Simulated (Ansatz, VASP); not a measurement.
# One calculation of AlFe3, two programs

INCAR

```
  ALGO = Normal
  EDIFF = 1E-6
  ENCUT = 520
  ISIF = 2
  ISMEAR = -1
  ISPIN = 2
  LASPH = T
  LCHARG = T
  LELF = T
  LMAXMIX = 4
  LORBIT = 11
  LREAL = F
  LVHAR = T
  LWAVE = F
  MAGMOM = 0 2.4 2.4 2.4
  NBANDS = 26
  NELM = 150
  PREC = Accurate
  SIGMA = 0.1
```

File KPOINTS:

```
k-points
0
Gamma
  6 6 6
```

POSCAR

```
AlFe3
1.0
    3.5395327894      0.0000000000      0.0000000000
    0.0000000000      3.5395327894      0.0000000000
    0.0000000000      0.0000000000      3.5395327894
Al Fe
1 3
Direct
    0.0000000000      0.0000000000      0.0000000000
    0.0000000000      0.5000000000      0.5000000000
    0.5000000000      0.0000000000      0.5000000000
    0.5000000000      0.5000000000      0.0000000000
```

Input for Ansatz:

```yaml
crystal:
  lattice:
    - [3.5395327893700204, 0.0, 0.0]
    - [0.0, 3.5395327893700204, 0.0]
    - [0.0, 0.0, 3.5395327893700204]
  atoms:
    - { symbol: Al, position: [0.0, 0.0, 0.0] }
    - { symbol: Fe, position: [0.0, 0.5, 0.5], spin: 2.4 }
    - { symbol: Fe, position: [0.5, 0.0, 0.5], spin: 2.4 }
    - { symbol: Fe, position: [0.5, 0.5, 0.0], spin: 2.4 }
basis:
  ecutwfc: 550.0
kpoints:
  mp_grid:
    grid: [6, 6, 6]
hamiltonian:
  xc: lda
  pseudopotentials:
    kind: paw
magnetization:
  spin_polarized: true
scf:
  occupations:
    method: fermi_dirac
```

Alike in both runs: task single point; functional LDA; k mesh 6 × 6 × 6; collinear spin.

|  | VASP | Ansatz |
| --- | --- | --- |
| version | VASP 6.6.1 | Ansatz 0.2.0 |
| potentials or method | VASP PAW LDA potentials, release 64 (Al, Fe), cutoff 520 eV | plane waves, PAW |
| occupations | fermi-dirac, width 0.1 eV | fermi-dirac |
| valence electrons in the cell | 27 | 51 |

Ansatz gave:

| Item | Value |
| --- | --- |
| net moment per atom (μB) | 1.48 |
| size of the moment on the site where the two differ most (μB) | 1.97 |

Which values does VASP return?

net moment per atom (μB): 1.41; size of the moment on the site where the two differ most (μB): 1.86.

LDA's correlation is that of Perdew and Zunger in VASP and of Perdew and Wang (1992) in Ansatz. Site moments also hang on the region over which each program counts them. VASP's potentials hold 27 valence electrons a cell and Ansatz's 51, so a difference there can come from the potentials and not from the codes.
